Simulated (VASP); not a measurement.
# C (Imma) in VASP: single point with PBE

Aim: the single point of C with PBE.

Everything below comes from runs of VASP 6.6.1. Logs are shortened: lines on timing, memory, paths and dates and some standing lists are left out, and cuts for length are marked.

### Step 1. The cell of the first run

Symmetry: Imma, No. 74, orthorhombic system. Conventional cell: a = 3.708 Å, b = 4.058 Å, c = 2.130 Å, α = 90.00°, β = 90.00°, γ = 90.00°. C (site symmetry mm2) has 8 C at 2.03 to 2.19 Å within 2.7 Å.

### Step 2. Single point, PBE (Ge replaced by C, lengths x 0.780, strained)

INCAR reads:

```
PREC = Accurate ; ENCUT = 520
EDIFF = 1E-6 ; ISMEAR = 0
SIGMA = 0.1 ; LREAL = False
LASPH = True ; NELM = 100
ALGO = Normal ; ISIF = 2
LWAVE = False ; LCHARG = True
GGA = PE ; LELF = True
LVHAR = True ; NBANDS = 11
```

KPOINTS reads:

```
Automatic mesh
0
Gamma
  22 22 22
```

POSCAR reads:

```
C
1.0
   -1.8537823150      2.0289249454      1.0651139726
    1.8537823150     -2.0289249454      1.0651139726
    1.8537823150      2.0289249454     -1.0651139726
C
2
Direct
    0.2729329864      1.0229329864      0.2500000000
    0.7270670136     -0.0229329864      0.7500000000
```

Potentials or basis: VASP PAW PBE potentials, release 64 (C).

The run is started by

```bash
> cat potpaw_PBE.64/C/POTCAR > POTCAR
> mpirun -np 1 vasp_std > vasp.out
```

OUTCAR:

```text
PREC = Accurate
   ENCUT = 520
   EDIFF = 1E-6
   ISMEAR = 0
   LREAL = False
   LASPH = True
   NELM = 100
   ISIF = 2
   GGA = PE

 ion  position               nearest neighbor table
   1  0.273  0.023  0.250-   2 2.03   2 2.03
   2  0.727  0.977  0.750-   1 2.03   1 2.03

  LATTYP: Found a body centered orthorhombic cell.
 ALAT       =     2.1302279452
 B/A-ratio  =     1.7404544140
 C/A-ratio  =     1.9048899907

  Lattice vectors:

 A1 = (   1.8537823150,  -2.0289249454,   1.0651139726)
 A2 = (  -1.8537823150,  -2.0289249454,  -1.0651139726)
 A3 = (   1.8537823150,   2.0289249454,  -1.0651139726)

Analysis of symmetry for initial positions (statically):
=====================================================================
 Subroutine PRICEL returns:
 Original cell was already a primitive cell.

 Routine SETGRP: Setting up the symmetry group for a
 body centered orthorhombic supercell.

 Subroutine GETGRP returns: Found  8 space group operations
 (whereof  4 operations were pure point group operations)
 out of a pool of  8 trial point group operations.

The static configuration has the point symmetry C_2h.
 The point group associated with its full space group is D_2h.

Analysis of symmetry for dynamics (positions and initial velocities):
=====================================================================
 Subroutine PRICEL returns:
 Original cell was already a primitive cell.

 Routine SETGRP: Setting up the symmetry group for a
 body centered orthorhombic supercell.

 Subroutine GETGRP returns: Found  8 space group operations
 (whereof  4 operations were pure point group operations)
 out of a pool of  8 trial point group operations.

The dynamic configuration has the point symmetry C_2h.
 The point group associated with its full space group is D_2h.

 Subroutine INISYM returns: Found  8 space group operations
 (whereof  4 operations are pure point group operations),
 and found     1 'primitive' translations

----------------------------------------------------------------------------------------

                                     Primitive cell

  volume of cell :      16.0244

  direct lattice vectors                    reciprocal lattice vectors
    -1.853782315  2.028924945  1.065113973     0.000000000  0.246435927  0.469433331
     1.853782315 -2.028924945  1.065113973     0.269718832  0.000000000  0.469433331
     1.853782315  2.028924945 -1.065113973     0.269718832  0.246435927  0.000000000

  length of vectors
     2.947458750  2.947458750  2.947458750     0.530187060  0.541401792  0.365347662

  position of ions in fractional coordinates (direct lattice)
     0.272932986  0.022932986  0.250000000
     0.727067014  0.977067014  0.750000000

  ion indices of the primitive-cell ions
   primitive index   ion index
                 1           1
                 2           2

----------------------------------------------------------------------------------------

 KPOINTS: Automatic mesh

Automatic generation of k-mesh.
 Grid dimensions read from file:
 generate k-points for:   22   22   22

 Generating k-lattice:

  Cartesian coordinates                     Fractional coordinates (reciprocal lattice)
     0.000000000  0.011201633  0.021337879     0.045454545  0.000000000  0.000000000
     0.012259947  0.000000000  0.021337879    -0.000000000  0.045454545  0.000000000
     0.012259947  0.011201633  0.000000000    -0.000000000  0.000000000  0.045454545

  Length of vectors
     0.024099412  0.024609172  0.016606712

  Shift w.r.t. Gamma in fractional coordinates (k-lattice)
     0.000000000  0.000000000  0.000000000

 Subroutine IBZKPT returns following result:
 ===========================================

 Found   1530 irreducible k-points:

 Following reciprocal coordinates:
            Coordinates               Weight
  0.000000  0.000000  0.000000      1.000000
  0.045455  0.000000 -0.000000      4.000000
  0.090909  0.000000 -0.000000      4.000000
  0.136364 -0.000000  0.000000      4.000000
  0.181818 -0.000000  0.000000      4.000000
  0.227273 -0.000000  0.000000      4.000000
[... 16 lines left out ...]
  0.454545  0.045455  0.000000      8.000000
  0.500000  0.045455  0.000000      8.000000
 [... further k-points ...]
   k-points           NKPTS =   1530   k-points in BZ     NKDIM =   1530   number of bands    NBANDS=     11
   number of dos      NEDOS =    301   number of ions     NIONS =      2
   total plane-waves  NPLWV =  13824
   dimension x,y,z NGX =    24 NGY =   24 NGZ =   24
   dimension x,y,z NGXF=    48 NGYF=   48 NGZF=   48
   ions per type =               2
   NGX,Y,Z   is equivalent  to a cutoff of  13.54, 13.54, 13.54 a.u.
   NGXF,Y,Z  is equivalent  to a cutoff of  27.07, 27.07, 27.07 a.u.
 SYSTEM =  unknown system
   PREC   = accura    normal or accurate (medium, high low for compatibility)
   ISTART =      0    job   : 0-new  1-cont  2-samecut
   ICHARG =      2    charge: 1-file 2-atom 10-const
   ISPIN  =      1    spin polarized calculation?
   LNONCOLLINEAR =      F non collinear calculations
   LSORBIT =      F    spin-orbit coupling
   LASPH  =      T    aspherical Exc in radial PAW
   ENCUT  =  520.0 eV  38.22 Ry    6.18 a.u.   5.48  5.48  5.48*2*pi/ulx,y,z
   NELM   =    100;   NELMIN=  2; NELMDL= -5     # of ELM steps
   EDIFF  = 0.1E-05   stopping-criterion for ELM
   LREAL  =      F    real-space projection
   EDIFFG = 0.1E-04   stopping-criterion for IOM
   NSW    =      0    number of steps for IOM
   IBRION =     -1    ionic relax: 0-MD 1-quasi-New 2-CG
   NFREE  =      0    steps in history (QN), initial steepest desc. (CG)
   ISIF   =      2    stress and relaxation
   ISYM   =      2    0-nonsym 1-usesym 2-fastsym
   POTIM  = 0.5000    time-step for ionic-motion
   TEBEG  =    0.0;   TEEND  =   0.0 temperature during run
   PSTRESS=    0.0 pullay stress
   NELECT =       8.0000    total number of electrons
   NUPDOWN=      -1.0000    fix difference up-down
   EMIN   =  10.00;   EMAX   =-10.00  energy-range for DOS
   EFERMI =   0.00;   METHOD = LEGACY
   ISMEAR =     0;   SIGMA  =   0.10  broadening in eV -4-tet -1-fermi 0-gaus
   EFERMI_NEDOS =   21; number of points for ismear=-14 and -15
   IALGO  =     38    algorithm
   IMIX   =      4    mixing-type and parameters
     AMIX     =   0.40;   BMIX     =  1.00
     AMIX_MAG =   1.60;   BMIX_MAG =  1.00
  volume/ion in A,a.u.               =       8.01        54.07
  Fermi-wavevector in a.u.,A,eV,Ry     =   1.298707  2.454201 22.948134  1.686640
  Thomas-Fermi vector in A             =   2.430018
   LORBIT       =      0    0 simple, 1 ext, 2 COOP (PROOUT), +10 PAW based schemes
   GGA     = PE    functional components
   LHFCALC =     F    Hartree Fock is set to
   AEXX    =    0.0000 exact exchange contribution
   IVDW    =     0    specifies the selected vdW correction
   LEPSILON=     F    determine dielectric tensor
   LRPA    =     F    only Hartree local field effects (RPA)
 non-spin polarized calculation
 Gauss-broadening in eV      SIGMA  =   0.10
  energy-cutoff  :      520.00
  volume of cell :       16.02
 maximum number of plane-waves:       446
 NGX is ok and might be reduce to    24
   NGX = 11   NGY = 11   NGZ = 11

 number of electron       8.0000000 magnetization

 Free energy of the ion-electron system (eV)
  ---------------------------------------------------
  ext. energy  EPLUGINS =         0.00000000
  ---------------------------------------------------
  free energy    TOTEN  =       -10.93283023 eV

  energy without entropy =      -10.92958429  energy(sigma->0) =      -10.93120726

 E-fermi :   6.0684     XC(G=0): -12.1520

 val. band max:        6.0682452257   @ k =  -0.3182  -0.1364   0.0909
 cond. band min:       6.0684252352   @ k =  -0.2273  -0.1818   0.1818
 fundamental gap:      0.0001800096
 Fermi energy:         6.0683638189

 k-point     1 :       0.0000    0.0000    0.0000
  band No.  band energies     occupation
      1     -11.3447      2.00000
      2       2.2128      2.00000
      3       2.8806      2.00000
      4       3.1365      2.00000
      5      12.2609      0.00000
      6      12.3807      0.00000
      7      13.5045      0.00000
      8      13.5078      0.00000
      9      15.7686      0.00000
     10      27.5242      0.00000
     11      31.0977      0.00000

 k-point     2 :       0.0455    0.0000   -0.0000
  band No.  band energies     occupation
      1     -11.2725      2.00000
      2       2.2364      2.00000
      3       2.4936      2.00000
      4       3.6129      2.00000
      5      12.1136      0.00000
      6      12.2184      0.00000
      7      13.3178      0.00000
      8      13.4458      0.00000
      9      15.9021      0.00000
     10      27.7048      0.00000
     11      30.9116      0.00000

 k-point     3 :       0.0909    0.0000   -0.0000
  band No.  band energies     occupation
      1     -11.0563      2.00000
      2       2.0972      2.00000
      3       2.3097      2.00000
      4       4.2722      2.00000
      5      11.4346      0.00000
      6      11.9866      0.00000
      7      12.8180      0.00000
      8      13.2638      0.00000
      9      16.2995      0.00000
     10      28.1672      0.00000
     11      28.9983      0.00000

 k-point     4 :       0.1364   -0.0000    0.0000
  band No.  band energies     occupation
      1     -10.6965      2.00000
      2       1.7959      2.00000
      3       2.4388      2.00000
      4       4.9917      2.00000
      5      10.3916      0.00000
      6      11.4894      0.00000
      7      12.2511      0.00000
      8      12.9461      0.00000
      9      16.9519      0.00000
     10      26.9405      0.00000
     11      28.9466      0.00000

 k-point     5 :       0.1818   -0.0000    0.0000
  band No.  band energies     occupation
      1     -10.1945      2.00000
      2       1.5926      2.00000
      3       2.6323      2.00000
      4       5.7197      2.00000
      5       9.1258      0.00000
      6      10.6241      0.00000
      7      11.8470      0.00000
      8      12.4795      0.00000
      9      17.8455      0.00000
     10      25.2764      0.00000
     11      29.6246      0.00000
[... 211 lines left out ...]
 k-point    21 :       0.3636    0.0455   -0.0000
  band No.  band energies     occupation
      1      -5.8724      2.00000
      2       0.1777      2.00000
      3       3.2186      2.00000
      4       5.1246      2.00000
      5       5.4438      2.00000
      6       8.4209      0.00000
      7       8.8861      0.00000
      8      11.1876      0.00000
      9      21.6870      0.00000
     10      24.5230      0.00000
     11      27.5685      0.00000

 k-point    22 :       0.4091    0.0455   -0.0000
  band No.  band energies     occupation
      1      -4.6204      2.00000
      2      -1.2173      2.00000
      3       3.5275      2.00000
      4       4.4272      2.00000
      5       5.8001      1.99985
      6       7.6475      0.00000
      7       9.2547      0.00000
      8      11.0137      0.00000
      9      22.3182      0.00000
     10      26.0843      0.00000
     11      26.3403      0.00000

 k-point    23 :       0.4545    0.0455    0.0000
  band No.  band energies     occupation
      1      -3.3055      2.00000
      2      -2.6209      2.00000
      3       3.6873      2.00000
      4       4.0475      2.00000
      5       5.9368      1.93711
      6       7.3961      0.00000
      7       9.5209      0.00000
      8      10.8131      0.00000
      9      23.2333      0.00000
     10      25.2114      0.00000
     11      27.2395      0.00000

 k-point    24 :       0.5000    0.0455    0.0000
  band No.  band energies     occupation
      1      -4.0671      2.00000
      2      -1.8359      2.00000
      3       3.0902      2.00000
      4       4.6930      2.00000
      5       5.4547      2.00000
      6       7.9266      0.00000
      7       9.7225      0.00000
      8      10.5544      0.00000
      9      23.8031      0.00000
     10      24.8703      0.00000
     11      27.1079      0.00000

 [... further k-points ...]
[... 5 lines left out ...]
  --------------------------------------------------------------------------------------
  -------------------------------------------------------------------------------------
  Total       -3.3914995     -7.2483924     -3.2556847      0.0000000      0.0000000      0.0000000
  in kB     -339.0951302   -724.7220729   -325.5158395      0.0000000      0.0000000      0.0000000
  external PRESSURE =    -463.1110142 kB  Pullay stress =       0.0000000 kB

 VOLUME and BASIS-vectors are now :
 -----------------------------------------------------------------------------
  energy-cutoff  :      520.00
  volume of cell :       16.02
      direct lattice vectors                 reciprocal lattice vectors
    -1.853782315  2.028924945  1.065113973     0.000000000  0.246435927  0.469433331
     1.853782315 -2.028924945  1.065113973     0.269718832  0.000000000  0.469433331
     1.853782315  2.028924945 -1.065113973     0.269718832  0.246435927  0.000000000

 POSITION                                       TOTAL-FORCE (eV/Angst)
 -----------------------------------------------------------------------------------
     -0.00000      1.01446      0.04885        -0.000000     -0.000000      0.646333
      1.85378      1.01446      1.01626         0.000000      0.000000     -0.646333
 -----------------------------------------------------------------------------------
    total drift:                               -0.000000      0.000000      0.000000

  FREE ENERGIE OF THE ION-ELECTRON SYSTEM (eV)
  ---------------------------------------------------
  free  energy   TOTEN  =       -10.9328302263 eV

  energy  without entropy=      -10.9295842915  energy(sigma->0) =      -10.93120726
```

Run time: 3 min. Hardware: 1 thread of AMD EPYC 7R13 (Zen 3), shared host; peak memory 0.28 GiB.

Results:

```yaml
Free_energy: -10.9328 eV
Pressure: -46.3 GPa
Largest_force: 0.646 eV/Å
Band_gap_on_the_k_mesh: zero (band 4 reaches 8.97 eV, above the bottom of band 5 at 1.78 eV)
```

Forces on the atoms (eV/Å):
```
C    0.000  0.000  0.646
C    0.000  0.000 -0.646
```

Caveat: the cell differs from its parent crystal (Ge replaced by C, lengths x 0.780, strained).
